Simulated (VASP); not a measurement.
# C: relaxation of shape and atoms at fixed volume with LDA

C:

```xyz
2
Lattice="2.1031 -1.2142 -0.0116 2.1031 1.2142 -0.0116 -1.3824 0.0000 3.3144" Properties=species:S:1:pos:R:3 pbc="T T T"
C     3.5052    0.0000   -0.0188
C    -0.6814    0.0000    3.3100
```

```yaml
Program: VASP 6.6.1
Task: relaxation of shape and atoms at fixed volume
Functional: LDA
Potentials_or_basis: VASP PAW LDA potentials, release 64 (C)
Cutoff: 600 eV
k_mesh: 14 × 14 × 8
Occupations: gaussian, width 0.01 eV
Spin: no spin polarisation
Dipole_correction: no
Further_INCAR_settings: ALGO = Normal; EDIFF = 1e-06; IBRION = 2; EDIFFG = -0.001; NSW = 80; ISIF = 4
```

```json
{"Energy gained by relaxing": "3.7 meV/atom", "Ionic steps": "7", "Pressure after relaxing": "0.3 GPa"}
```

Step by step:
| step | energy change (eV) | largest force (eV/Å) | pressure (GPa) | volume (Å³) |
| --- | --- | --- | --- | --- |
| 1 | 0.0000 | 0.0007 | 6.46 | 16.89 |
| 2 | -0.0070 | 0.0056 | -0.97 | 16.89 |
| 3 | -0.0074 | 0.0046 | 0.32 | 16.89 |
| 4 | -0.0074 | 0.0047 | 0.21 | 16.89 |
| 5 | -0.0074 | 0.0032 | 0.33 | 16.89 |
| 6 | -0.0074 | 0.0018 | 0.29 | 16.89 |
| 7 | -0.0074 | 0.0008 | 0.28 | 16.89 |

Final structure:
```
C
1.0
     2.11793   -1.22278   -0.01169
     2.11793    1.22278   -0.01169
    -1.39262    0.00000    3.26829
C
2
Direct
  0.83340 0.83340 0.00020
  0.16660 0.16660 0.99980
```

It took 4.1 min on 1 thread of Intel Xeon 8259CL, on a shared host, peak memory 0.17 GiB.
